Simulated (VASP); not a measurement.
# RbSr (Fm-3m) in VASP: further runs

Runs on RbSr. Level: PBE. Tasks: single point, relaxation of cell and atoms.

All numbers are computed with VASP 6.6.1; they aren't measurements. Logs are shortened: lines on timing, memory, paths and dates and some standing lists are left out, and cuts for length are marked.

### 1 The cell of the first run

The structure is cubic, space group Fm-3m (No. 225). The conventional cell has a = 8.618 Å, b = 8.618 Å, c = 8.618 Å, α = 90.00°, β = 90.00°, γ = 90.00°. Rb (site symmetry m-3m) has 6 Sr at 4.31 Å within 5.7 Å. Sr (site symmetry m-3m) has 6 Rb at 4.31 Å within 5.7 Å.

The cell was built from a structure type or drawn by symmetry, and may not be a known phase.

### 2 Single point, PBE

The input, INCAR:

```
PREC     = Accurate       # precision mode
ENCUT    = 520            # plane-wave cutoff, eV
EDIFF    = 1E-6           # SCF threshold, eV
ISMEAR   = 0              # smearing method
SIGMA    = 0.1            # smearing width, eV
LREAL    = False          # projectors in reciprocal space
LASPH    = True           # aspherical terms in the spheres
NELM     = 100            # most SCF steps
ALGO     = Normal         # electronic algorithm
ISIF     = 2              # what is computed and relaxed
LWAVE    = False          # write WAVECAR
LCHARG   = True           # write CHGCAR
GGA      = PE             # functional
LELF     = True           # ELF
LVHAR    = True         
NBANDS   = 16             # bands
```

The input, KPOINTS:

```
Automatic mesh
0
Gamma
  12 12 12
```

The input, POSCAR:

```
RbSr
1.0
    0.0000000000      4.3090408819      4.3090408819
    4.3090408819      0.0000000000      4.3090408819
    4.3090408819      4.3090408819      0.0000000000
Rb Sr
1 1
Direct
    0.0000000000      0.0000000000      0.0000000000
    0.5000000000      0.5000000000      0.5000000000
```

Potentials or basis: VASP PAW PBE potentials, release 64 (Rb_sv, Sr_sv).

On the command line:

```sh
> cat potpaw_PBE.64/Rb_sv/POTCAR potpaw_PBE.64/Sr_sv/POTCAR > POTCAR
> mpirun -np 1 vasp_std > vasp.out
```

OUTCAR:

```text
PREC = Accurate
   ENCUT = 520
   EDIFF = 1E-6
   ISMEAR = 0
   LREAL = False
   LASPH = True
   NELM = 100
   ISIF = 2
   GGA = PE

 ion  position               nearest neighbor table
   1  0.000  0.000  0.000-   2 4.31   2 4.31   2 4.31   2 4.31   2 4.31   2 4.31
   2  0.500  0.500  0.500-   1 4.31   1 4.31   1 4.31   1 4.31   1 4.31   1 4.31

  LATTYP: Found a face centered cubic cell.
 ALAT       =     8.6180817638

  Lattice vectors:

 A1 = (   0.0000000000,   4.3090408819,   4.3090408819)
 A2 = (   4.3090408819,   0.0000000000,   4.3090408819)
 A3 = (   4.3090408819,   4.3090408819,   0.0000000000)

Analysis of symmetry for initial positions (statically):
=====================================================================
 Subroutine PRICEL returns:
 Original cell was already a primitive cell.

 Routine SETGRP: Setting up the symmetry group for a
 face centered cubic supercell.

 Subroutine GETGRP returns: Found 48 space group operations
 (whereof 48 operations were pure point group operations)
 out of a pool of 48 trial point group operations.

The static configuration has the point symmetry O_h .

Analysis of symmetry for dynamics (positions and initial velocities):
=====================================================================
 Subroutine PRICEL returns:
 Original cell was already a primitive cell.

 Routine SETGRP: Setting up the symmetry group for a
 face centered cubic supercell.

 Subroutine GETGRP returns: Found 48 space group operations
 (whereof 48 operations were pure point group operations)
 out of a pool of 48 trial point group operations.

The dynamic configuration has the point symmetry O_h .

 Subroutine INISYM returns: Found 48 space group operations
 (whereof 48 operations are pure point group operations),
 and found     1 'primitive' translations

----------------------------------------------------------------------------------------

                                     Primitive cell

  volume of cell :     160.0191

  direct lattice vectors                    reciprocal lattice vectors
     0.000000000  4.309040882  4.309040882    -0.116035102  0.116035102  0.116035102
     4.309040882  0.000000000  4.309040882     0.116035102 -0.116035102  0.116035102
     4.309040882  4.309040882  0.000000000     0.116035102  0.116035102 -0.116035102

  length of vectors
     6.093904056  6.093904056  6.093904056     0.200978693  0.200978693  0.200978693

  position of ions in fractional coordinates (direct lattice)
     0.000000000  0.000000000  0.000000000
     0.500000000  0.500000000  0.500000000

  ion indices of the primitive-cell ions
   primitive index   ion index
                 1           1
                 2           2

----------------------------------------------------------------------------------------

 KPOINTS: Automatic mesh

Automatic generation of k-mesh.
 Grid dimensions read from file:
 generate k-points for:   12   12   12

 Generating k-lattice:

  Cartesian coordinates                     Fractional coordinates (reciprocal lattice)
    -0.009669592  0.009669592  0.009669592     0.083333333  0.000000000  0.000000000
     0.009669592 -0.009669592  0.009669592     0.000000000  0.083333333  0.000000000
     0.009669592  0.009669592 -0.009669592     0.000000000  0.000000000  0.083333333

  Length of vectors
     0.016748224  0.016748224  0.016748224

  Shift w.r.t. Gamma in fractional coordinates (k-lattice)
     0.000000000  0.000000000  0.000000000

 Subroutine IBZKPT returns following result:
 ===========================================

 Found     72 irreducible k-points:

 Following reciprocal coordinates:
            Coordinates               Weight
  0.000000  0.000000  0.000000      1.000000
  0.083333  0.000000  0.000000      8.000000
  0.166667  0.000000  0.000000      8.000000
  0.250000  0.000000  0.000000      8.000000
  0.333333  0.000000  0.000000      8.000000
  0.416667  0.000000  0.000000      8.000000
[... 16 lines left out ...]
  0.500000  0.166667  0.000000     24.000000
 -0.416667  0.166667  0.000000     24.000000
 [... further k-points ...]
   k-points           NKPTS =     72   k-points in BZ     NKDIM =     72   number of bands    NBANDS=     16
   number of dos      NEDOS =    301   number of ions     NIONS =      2
   total plane-waves  NPLWV = 110592
   dimension x,y,z NGX =    48 NGY =   48 NGZ =   48
   dimension x,y,z NGXF=    96 NGYF=   96 NGZF=   96
   ions per type =               1   1
   NGX,Y,Z   is equivalent  to a cutoff of  13.09, 13.09, 13.09 a.u.
   NGXF,Y,Z  is equivalent  to a cutoff of  26.19, 26.19, 26.19 a.u.
 SYSTEM =  unknown system
   PREC   = accura    normal or accurate (medium, high low for compatibility)
   ISTART =      0    job   : 0-new  1-cont  2-samecut
   ICHARG =      2    charge: 1-file 2-atom 10-const
   ISPIN  =      1    spin polarized calculation?
   LNONCOLLINEAR =      F non collinear calculations
   LSORBIT =      F    spin-orbit coupling
   LASPH  =      T    aspherical Exc in radial PAW
   ENCUT  =  520.0 eV  38.22 Ry    6.18 a.u.  11.33 11.33 11.33*2*pi/ulx,y,z
   NELM   =    100;   NELMIN=  2; NELMDL= -5     # of ELM steps
   EDIFF  = 0.1E-05   stopping-criterion for ELM
   LREAL  =      F    real-space projection
   EDIFFG = 0.1E-04   stopping-criterion for IOM
   NSW    =      0    number of steps for IOM
   IBRION =     -1    ionic relax: 0-MD 1-quasi-New 2-CG
   NFREE  =      0    steps in history (QN), initial steepest desc. (CG)
   ISIF   =      2    stress and relaxation
   ISYM   =      2    0-nonsym 1-usesym 2-fastsym
   POTIM  = 0.5000    time-step for ionic-motion
   TEBEG  =    0.0;   TEEND  =   0.0 temperature during run
   PSTRESS=    0.0 pullay stress
   NELECT =      19.0000    total number of electrons
   NUPDOWN=      -1.0000    fix difference up-down
   EMIN   =  10.00;   EMAX   =-10.00  energy-range for DOS
   EFERMI =   0.00;   METHOD = LEGACY
   ISMEAR =     0;   SIGMA  =   0.10  broadening in eV -4-tet -1-fermi 0-gaus
   EFERMI_NEDOS =   21; number of points for ismear=-14 and -15
   IALGO  =     38    algorithm
   IMIX   =      4    mixing-type and parameters
     AMIX     =   0.40;   BMIX     =  1.00
     AMIX_MAG =   1.60;   BMIX_MAG =  1.00
  volume/ion in A,a.u.               =      80.01       539.93
  Fermi-wavevector in a.u.,A,eV,Ry     =   0.804641  1.520551  8.809050  0.647447
  Thomas-Fermi vector in A             =   1.912736
   LORBIT       =      0    0 simple, 1 ext, 2 COOP (PROOUT), +10 PAW based schemes
   GGA     = PE    functional components
   LHFCALC =     F    Hartree Fock is set to
   AEXX    =    0.0000 exact exchange contribution
   IVDW    =     0    specifies the selected vdW correction
   LEPSILON=     F    determine dielectric tensor
   LRPA    =     F    only Hartree local field effects (RPA)
 non-spin polarized calculation
 Gauss-broadening in eV      SIGMA  =   0.10
  energy-cutoff  :      520.00
  volume of cell :      160.02
 maximum number of plane-waves:      4338
 NGX is ok and might be reduce to    48
   NGX = 23   NGY = 23   NGZ = 23

 number of electron      19.0000000 magnetization

 Free energy of the ion-electron system (eV)
  ---------------------------------------------------
  ext. energy  EPLUGINS =         0.00000000
  ---------------------------------------------------
  free energy    TOTEN  =        -1.69635220 eV

  energy without entropy =       -1.68080488  energy(sigma->0) =       -1.68857854

 E-fermi :   0.3869     XC(G=0):  -6.0476

 val. band max:        0.3810205949   @ k =   0.4167   0.1667   0.0000
 cond. band min:       0.3941171449   @ k =  -0.4167   0.4167   0.0000
 fundamental gap:      0.0130965500
 Fermi energy:         0.3869158991

 k-point     1 :       0.0000    0.0000    0.0000
  band No.  band energies     occupation
      1     -37.5052      2.00000
      2     -28.1664      2.00000
      3     -19.4407      2.00000
      4     -19.4407      2.00000
      5     -19.4407      2.00000
      6     -12.2714      2.00000
[... 8 lines left out ...]
     15       4.2302      0.00000
     16       4.2302      0.00000

 k-point     2 :       0.0833    0.0000    0.0000
  band No.  band energies     occupation
      1     -37.5052      2.00000
      2     -28.1664      2.00000
      3     -19.4408      2.00000
      4     -19.4407      2.00000
      5     -19.4407      2.00000
      6     -12.2726      2.00000
[... 8 lines left out ...]
     15       3.8927      0.00000
     16       4.1112      0.00000

 k-point     3 :       0.1667    0.0000    0.0000
  band No.  band energies     occupation
      1     -37.5052      2.00000
      2     -28.1664      2.00000
      3     -19.4411      2.00000
      4     -19.4407      2.00000
      5     -19.4407      2.00000
      6     -12.2757      2.00000
[... 8 lines left out ...]
     15       3.2738      0.00000
     16       3.8258      0.00000

 k-point     4 :       0.2500    0.0000    0.0000
  band No.  band energies     occupation
      1     -37.5052      2.00000
      2     -28.1663      2.00000
      3     -19.4416      2.00000
      4     -19.4408      2.00000
      5     -19.4408      2.00000
      6     -12.2799      2.00000
[... 8 lines left out ...]
     15       2.6981      0.00000
     16       3.4752      0.00000
[... 324 lines left out ...]
 k-point    22 :       0.4167    0.1667    0.0000
  band No.  band energies     occupation
      1     -37.5052      2.00000
      2     -28.1662      2.00000
      3     -19.4423      2.00000
      4     -19.4412      2.00000
      5     -19.4412      2.00000
      6     -12.2845      2.00000
[... 8 lines left out ...]
     15       2.2161      0.00000
     16       2.9136      0.00000

 k-point    23 :       0.5000    0.1667    0.0000
  band No.  band energies     occupation
      1     -37.5052      2.00000
      2     -28.1662      2.00000
      3     -19.4425      2.00000
      4     -19.4413      2.00000
      5     -19.4411      2.00000
      6     -12.2861      2.00000
[... 8 lines left out ...]
     15       2.3612      0.00000
     16       2.5904      0.00000

 k-point    24 :      -0.4167    0.1667    0.0000
  band No.  band energies     occupation
      1     -37.5052      2.00000
      2     -28.1662      2.00000
      3     -19.4425      2.00000
      4     -19.4414      2.00000
      5     -19.4411      2.00000
      6     -12.2864      2.00000
[... 8 lines left out ...]
     15       2.4417      0.00000
     16       2.5360      0.00000

 [... further k-points ...]
[... 5 lines left out ...]
  --------------------------------------------------------------------------------------
  -------------------------------------------------------------------------------------
  Total        0.0053658      0.0053658      0.0053658     -0.0000000     -0.0000000      0.0000000
  in kB        0.0537248      0.0537248      0.0537248     -0.0000000     -0.0000000      0.0000000
  external PRESSURE =       0.0537248 kB  Pullay stress =       0.0000000 kB

 VOLUME and BASIS-vectors are now :
 -----------------------------------------------------------------------------
  energy-cutoff  :      520.00
  volume of cell :      160.02
      direct lattice vectors                 reciprocal lattice vectors
     0.000000000  4.309040882  4.309040882    -0.116035102  0.116035102  0.116035102
     4.309040882  0.000000000  4.309040882     0.116035102 -0.116035102  0.116035102
     4.309040882  4.309040882  0.000000000     0.116035102  0.116035102 -0.116035102

 POSITION                                       TOTAL-FORCE (eV/Angst)
 -----------------------------------------------------------------------------------
      0.00000      0.00000      0.00000         0.000000      0.000000      0.000000
      4.30904      4.30904      4.30904        -0.000000     -0.000000     -0.000000
 -----------------------------------------------------------------------------------
    total drift:                               -0.000000     -0.000000     -0.000000

  FREE ENERGIE OF THE ION-ELECTRON SYSTEM (eV)
  ---------------------------------------------------
  free  energy   TOTEN  =        -1.6963522030 eV

  energy  without entropy=       -1.6808048759  energy(sigma->0) =       -1.68857854
```

It took 4.2 min on 1 thread of Intel Xeon Platinum 8375C at 2.90GHz (Ice Lake), shared host; peak memory 0.44 GiB.

What came out:

- Free energy: -1.6964 eV
- Pressure: 0.0 GPa
- Band gap on the k mesh: zero (an odd number of electrons rules out a gap without spin polarisation)

Levels at points of the mesh, in eV from the Fermi level:
| k point | band 6 | band 7 | band 8 | band 9 | band 10 | band 11 | band 12 | band 13 |
| --- | --- | --- | --- | --- | --- | --- | --- | --- |
| (0.00, 0.00, 0.00) | -12.66 | -12.66 | -12.66 | -2.68 | 0.90 | 0.90 | 0.90 | 1.14 |
| (0.50, 0.00, 0.00) | -12.68 | -12.66 | -12.66 | -1.16 | -0.72 | 1.25 | 1.25 | 1.62 |
| (0.50, 0.50, 0.00) | -12.67 | -12.66 | -12.66 | -0.95 | -0.05 | 0.11 | 0.83 | 1.55 |

### 3 Relaxation of cell and atoms, PBE

The input, INCAR:

```
  ALGO = Normal
  EDIFF = 1E-6
  EDIFFG = -0.01
  ENCUT = 600
  GGA = PE
  IBRION = 2
  ISIF = 3
  ISMEAR = 0
  LASPH = True
  LCHARG = False
  LREAL = False
  LWAVE = False
  NELM = 100
  NSW = 100
  PREC = Accurate
  SIGMA = 0.1
```

The input, KPOINTS:

```
k-points
0
Gamma
  12 12 12
```

POSCAR is that of step 2.

Potentials or basis: VASP PAW PBE potentials, release 64 (Rb_sv, Sr_sv).

On the command line:

```sh
> cat potpaw_PBE.64/Rb_sv/POTCAR potpaw_PBE.64/Sr_sv/POTCAR > POTCAR
> mpirun -np 1 vasp_std > vasp.out
```

Run time: 3.7 min. Hardware: 1 thread of Intel Xeon Platinum 8375C at 2.90GHz (Ice Lake), shared host; peak memory 0.48 GiB.

Results (log left out):

```yaml
Free_energy: -1.6964 eV
Pressure_after_relaxing: 0.0 GPa
Band_gap_on_the_k_mesh: zero (an odd number of electrons rules out a gap without spin polarisation)
```

Final structure:
```xyz
2
Lattice="0.0000 4.3090 4.3090 4.3090 0.0000 4.3090 4.3090 4.3090 0.0000" Properties=species:S:1:pos:R:3 pbc="T T T"
Rb    0.0000    0.0000    0.0000
Sr    4.3090    4.3090    4.3090
```

Levels at points of the mesh, in eV from the Fermi level:
| k point | band 6 | band 7 | band 8 | band 9 | band 10 | band 11 | band 12 | band 13 |
| --- | --- | --- | --- | --- | --- | --- | --- | --- |
| (0.00, 0.00, 0.00) | -12.66 | -12.66 | -12.66 | -2.68 | 0.90 | 0.90 | 0.90 | 1.14 |
| (0.50, 0.00, 0.00) | -12.67 | -12.66 | -12.66 | -1.16 | -0.72 | 1.25 | 1.25 | 1.62 |
| (0.50, 0.50, 0.00) | -12.67 | -12.66 | -12.66 | -0.95 | -0.05 | 0.11 | 0.83 | 1.55 |

Caveat: the relaxation stopped at its first step, so nothing moved.

### 4 Single point, PBE

The input, INCAR:

```
PREC = Accurate ; ENCUT = 520
EDIFF = 1E-6 ; ISMEAR = 0
SIGMA = 0.1 ; LREAL = F
LASPH = T ; NELM = 100
ALGO = Normal ; ISIF = 2
LWAVE = F ; LCHARG = F
GGA = PE ; NBANDS = 16
```

The input, KPOINTS:

```
regular mesh
0
Gamma
  12 12 12
```

POSCAR is that of step 3.

On the command line:

```sh
> cat potpaw_PBE.64/Rb_sv/POTCAR potpaw_PBE.64/Sr_sv/POTCAR > POTCAR
> mpirun -np 1 vasp_std > vasp.out
```

Run time: 3.8 min. Hardware: 1 thread of Intel Xeon Platinum 8375C at 2.90GHz (Ice Lake), shared host; peak memory 0.44 GiB.

It converged, with:

- Free energy: -1.6964 eV
- Pressure: 0.0 GPa
- Band gap on the k mesh: zero (an odd number of electrons rules out a gap without spin polarisation)

Levels at points of the mesh, in eV from the Fermi level:
```
           k point  band 5  band 6  band 7  band 8  band 9  band 10  band 11  band 12  band 13  band 14
(0.00, 0.00, 0.00)  -19.83  -12.66  -12.66  -12.66   -2.68     0.90     0.90     0.90     1.14     1.14
(0.50, 0.00, 0.00)  -19.83  -12.68  -12.66  -12.66   -1.16    -0.72     1.25     1.25     1.62     2.02
(0.50, 0.50, 0.00)  -19.83  -12.67  -12.66  -12.66   -0.95    -0.05     0.11     0.83     1.55     1.85
```

[end of part 1 of 2]
